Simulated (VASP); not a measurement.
Crystal: RuRh2.

```
CELL_PARAMETERS angstrom
2.72073 0.00000 0.00000
0.00000 2.72073 0.00000
0.00000 0.00000 6.11236
ATOMIC_POSITIONS crystal
Ru 0.00000 0.00000 0.00000
Rh 0.50000 0.50000 0.70684
Rh 0.50000 0.50000 0.29316
```

The cell was generated, and may not be a known phase.

| Item | Value |
| --- | --- |
| Program | VASP 6.6.1 |
| Task | relaxation of cell and atoms |
| Functional | PBE |
| Potentials or basis | VASP PAW PBE potentials, release 64 (Ru_pv, Rh_pv) |
| Cutoff | 600 eV |
| k mesh | 16 × 16 × 8 |
| Occupations | gaussian, width 0.1 eV |
| Spin | no spin polarisation |

At the start: pressure -0.3 GPa; volume 15.08 Å³/atom.

Problem. Where does the relaxation end?

Solution. Over 7 steps the energy falls by 5.9 meV/atom and the volume is 14.96 Å³/atom (-0.8 %); space group P4/mmm (No. 123, to 0.1 Å) before and after.

Step by step:
```
step  energy change (eV)  largest force (eV/Å)  pressure (GPa)  volume (Å³)
   1              0.0000                0.4893           -0.28        45.25
   2             -0.0166                0.0639           -0.69        45.07
   3             -0.0172                0.0270           -0.71        45.03
   4             -0.0158                0.0327            1.79        44.57
   5             -0.0175                0.0082            0.01        44.88
   6             -0.0175                0.0080            0.06        44.88
   7             -0.0176                0.0028            0.04        44.88
```

Final structure:
```
CELL_PARAMETERS angstrom
2.70018 0.00000 0.00000
0.00000 2.70018 0.00000
0.00000 0.00000 6.15605
ATOMIC_POSITIONS crystal
Ru 0.00000 0.00000 0.00000
Rh 0.50000 0.50000 0.70219
Rh 0.50000 0.50000 0.29781
```
